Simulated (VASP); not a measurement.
Here is a VASP 6.6.1 calculation.

The input INCAR:

```
ALGO = Normal
EDIFF = 1E-8
ENCUT = 520
GGA = PS
IBRION = 8
ISIF = 2
ISMEAR = -1
LASPH = True
LCHARG = False
LREAL = False
LWAVE = False
NELM = 100
NSW = 1
PREC = Accurate
SIGMA = 0.05
```

KPOINTS

```
k-points
0
Gamma
  9 9 7
```

The input POSCAR:

```
SiSe
1.0
    3.5952000000      0.0000000000      0.0000000000
   -1.7976000000      3.1135300000      0.0000000000
    0.0000000000      0.0000000000      3.5987300000
Si Se
1 1
Direct
    0.6666700000      0.3333300000      0.5000000000
    0.0000000000      0.0000000000      0.0000000000
```

Potentials or basis: VASP PAW PBE potentials, release 64 (Si, Se).

Launch:

```sh
$ cat potpaw_PBE.64/Si/POTCAR potpaw_PBE.64/Se/POTCAR > POTCAR
$ mpirun -np 1 vasp_std > vasp.out
```

Problem. What does it give for the highest phonon frequency at Γ, LO-TO splitting left out?

Solution. 127 cm⁻¹.

Problem. What does it give for the most unstable mode?

Solution. 203i cm⁻¹.

Phonon frequencies in cm⁻¹ (negative: imaginary):
| q point | frequencies |
| --- | --- |
| (0.000, 0.000, 0.000) | -203 0 0 0 127 127 |

Caveat: the cell stands under pressure or tension, which shifts response properties; some modes are imaginary.
